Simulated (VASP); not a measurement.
DyAgH2, 8 atoms in the cell. Symmetry: I4_1/amd, No. 141, tetragonal system. Conventional cell: a = 4.385 Å, b = 4.385 Å, c = 11.193 Å, α = 90.00°, β = 90.00°, γ = 90.00°. Dy (site symmetry -4m2) has 6 H at 2.24 to 2.26 Å and 4 Ag at 3.10 Å within 3.2 Å. Ag (site symmetry -4m2) has 4 H at 2.26 Å and 4 Dy at 3.10 Å within 3.2 Å. Within 3.0 Å of H (site symmetry 2mm) lie 3 Dy at 2.24 to 2.26 Å and 2 Ag at 2.26 Å and 2 H at 2.77 Å. 

| Property | Result |
| --- | --- |
| Program | VASP 6.6.1 |
| Task | relaxation of shape and atoms at fixed volume |
| Functional | PBE |
| Potentials or basis | VASP PAW PBE potentials, release 64 (Dy_3, Ag, H), 4f in core |
| Cutoff | 500 eV |
| k mesh | 10 × 10 × 10 |
| Occupations | gaussian, width 0.1 eV |
| Spin | no spin polarisation |
| Dipole correction | no |
| Further INCAR settings | ALGO = Normal; EDIFF = 1e-07; IBRION = 2; EDIFFG = -0.01; NSW = 50; ISIF = 4 |

Potentials or basis: VASP PAW PBE potentials, release 64 (Dy_3, Ag, H), 4f in core.

Command:

```bash
$ cat potpaw_PBE.64/Dy_3/POTCAR potpaw_PBE.64/Ag/POTCAR potpaw_PBE.64/H/POTCAR > POTCAR
$ mpirun -np 1 vasp_std > vasp.out
```

Hardware: 1 thread of Intel(R) Xeon(R) 6975P-C (Granite Rapids), on a shared host.

Problem. How long does it take, and how much memory?

Solution. Wall time 8.6 min on 1 thread of Intel(R) Xeon(R) 6975P-C (Granite Rapids) (shared host), peak memory 0.53 GiB. Counts: scf iterations 40, k points 102, ion steps 5.
